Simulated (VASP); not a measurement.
**SnTe (CsCl type): single point with PBE**

SnTe (CsCl type):

```
Sn Te
1.0
     3.89252    0.00000    0.00000
     0.00000    3.89252    0.00000
     0.00000    0.00000    3.89252
Sn Te
1 1
Direct
  0.00000 0.00000 0.00000
  0.50000 0.50000 0.50000
```

```
Program             : VASP 6.6.1
Task                : single point
Functional          : PBE
Potentials or basis : VASP PAW PBE potentials, release 64 (Sn_d, Te)
Cutoff              : 520 eV
k mesh              : 12 × 12 × 12
Occupations         : fermi-dirac, width 0.05 eV
Spin                : no spin polarisation
```

The pressure is 0.0 GPa and the band gap on the k mesh is zero (band 10 reaches 7.62 eV, above the bottom of band 11 at 5.83 eV).

Levels at points of the mesh, in eV from the Fermi level:
| k point | band 8 | band 9 | band 10 | band 11 | band 12 | band 13 |
| --- | --- | --- | --- | --- | --- | --- |
| (0.00, 0.00, 0.00) | -1.74 | -1.74 | -1.74 | 3.57 | 3.57 | 5.41 |
| (0.50, 0.00, 0.00) | -0.24 | -0.24 | 0.03 | 0.20 | 2.18 | 2.18 |
| (0.50, 0.50, 0.00) | -4.81 | -4.81 | 0.31 | 3.39 | 3.82 | 3.82 |
| (0.50, 0.50, 0.50) | -2.88 | -2.88 | -2.88 | -1.33 | -1.33 | -1.33 |

Run time: 62 s on 1 thread of Intel(R) Xeon(R) Platinum 8488C (Sapphire Rapids), with other jobs on the host, peak memory 0.23 GiB.

Caveat: spin-orbit coupling is left out, which moves the levels of the heavy elements.
